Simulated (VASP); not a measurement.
Here is a VASP 6.6.1 calculation.

File INCAR:

```
SYSTEM = Ba
  PREC = Accurate
  ENCUT = 520
  EDIFF = 1E-6
  ISMEAR = -1
  SIGMA = 0.05
  LREAL = .FALSE.
  LASPH = .TRUE.
  NELM = 100
  ALGO = Normal
  ISIF = 2
  LWAVE = .FALSE.
  LCHARG = .FALSE.
  GGA = PE
  NBANDS = 17
```

KPOINTS

```
Automatic mesh
0
G
  9 9 9
  0 0 0
```

POSCAR

```
Ba
1.0
    0.0000000000      3.5638914972      3.5638914972
    3.5638914972      0.0000000000      3.5638914972
    3.5638914972      3.5638914972      0.0000000000
Ba
2
Direct
   -0.1250000000     -0.1250000000     -0.1250000000
    0.1250000000      0.1250000000      0.1250000000
```

Potentials or basis: VASP PAW PBE potentials, release 64 (Ba_sv).

Launch:

```bash
$ cat potpaw_PBE.64/Ba_sv/POTCAR > POTCAR
$ mpirun -np 1 vasp_std > vasp.out
```

Predict the pressure.

5.3 GPa.

Predict the band gap on the k mesh.

zero (band 10 reaches 2.70 eV, above the bottom of band 11 at 2.40 eV).

Caveat: spin-orbit coupling is left out, which moves the levels of the heavy elements.
